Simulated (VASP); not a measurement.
**CuO: single point with PBE**

Crystal: CuO.

```
Cu O
1.0
     2.55255    0.00000    0.00000
     0.00000    2.55255    0.00000
     0.00000    0.00000    2.55255
Cu O
1 1
Direct
  0.00000 0.00000 0.00000
  0.50000 0.50000 0.50000
```

- Program: VASP 6.6.1
- Task: single point
- Functional: PBE
- Potentials or basis: VASP PAW PBE potentials, release 64 (Cu, O)
- Cutoff: 520 eV
- k mesh: 9 × 9 × 9
- Occupations: fermi-dirac, width 0.05 eV
- Spin: no spin polarisation

The pressure is 21.1 GPa.

Levels at points of the mesh, in eV from the Fermi level:
| k point | band 5 | band 6 | band 7 | band 8 | band 9 | band 10 | band 11 | band 12 | band 13 | band 14 |
| --- | --- | --- | --- | --- | --- | --- | --- | --- | --- | --- |
| (0.00, 0.00, 0.00) | -2.11 | -2.11 | -1.74 | -1.74 | -1.74 | 1.27 | 16.17 | 16.17 | 20.99 | 20.99 |

Wall time 4.3 s on 1 thread of Intel(R) Xeon(R) 6975P-C (Granite Rapids) (shared host), peak memory 0.12 GiB.

Caveat: an odd number of electrons without spin polarisation forces a metal; a magnetic or distorted state may lie lower; semilocal functionals often make such compounds metallic where correlation or magnetic order opens a gap, which also shifts bond lengths. With open d or f shells a metallic result of PBE can be an artefact of self-interaction; +U or a hybrid may open a gap.
